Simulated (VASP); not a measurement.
**CdF2: relaxation of cell and atoms with r2SCAN**

Crystal: CdF2.

```
Cd F
1.0
     0.00000    2.69400    2.69400
     2.69400    0.00000    2.69400
     2.69400    2.69400    0.00000
Cd F
1 2
Cartesian
  0.0000 0.0000 0.0000
  1.3470 1.3470 1.3470
  4.0410 4.0410 4.0410
```

- Program: VASP 6.6.1
- Task: relaxation of cell and atoms
- Functional: r2SCAN
- Potentials or basis: VASP PAW PBE potentials, release 64 (Cd, F)
- Cutoff: 600 eV
- k mesh: 8 × 8 × 8
- Occupations: gaussian, width 0.02 eV
- Spin: no spin polarisation
- Dipole correction: no
- Further INCAR settings: ALGO = Normal; EDIFF = 1e-06; IBRION = 2; EDIFFG = -0.005; NSW = 100; ISIF = 3

```
Relaxed volume                        : 13.13 Å³/atom
Relaxed cell                          : a = 3.819 Å, b = 3.819 Å, c = 3.819 Å, α = 60.00°, β = 60.00°, γ = 60.00°
Space group after relaxing (to 0.1 Å) : Fm-3m (No. 225)
Energy gained by relaxing             : 0.2 meV/atom
Ionic steps                           : 3
Pressure after relaxing               : 0.0 GPa
Band gap on the k mesh                : 3.73 eV (least direct gap 4.24 eV)
```

Step by step:
```tsv
step	energy change (eV)	largest force (eV/Å)	pressure (GPa)	volume (Å³)
1	0.0000	0.0000	0.81	39.10
2	-0.0006	0.0000	-0.29	39.48
3	-0.0007	0.0000	0.01	39.38
```

Final structure:
```
Cd F
1.0
     0.00000    2.70023    2.70023
     2.70023    0.00000    2.70023
     2.70023    2.70023    0.00000
Cd F
1 2
Direct
  0.00000 0.00000 0.00000
  0.25000 0.25000 0.25000
  0.75000 0.75000 0.75000
```

Levels at points of the mesh, in eV from the valence-band top:
```tsv
k point	band 11	band 12	band 13	band 14	band 15	band 16
(0.00, 0.00, 0.00)	-0.51	-0.51	-0.51	3.73	13.58	13.58
(0.50, 0.00, 0.00)	-1.82	-0.41	-0.41	7.93	9.68	15.53
(0.50, 0.50, 0.00)	-0.50	-0.09	-0.09	8.82	10.51	12.17
```

Wall time 110 s on 1 thread of Intel(R) Xeon(R) 6975P-C (Granite Rapids), with other jobs on the host, peak memory 0.19 GiB.

Caveat: the PAW data sets were made with another functional, which shifts forces and pressure a little. r2SCAN opens gaps a little over a GGA but as a rule still falls short of measured ones.
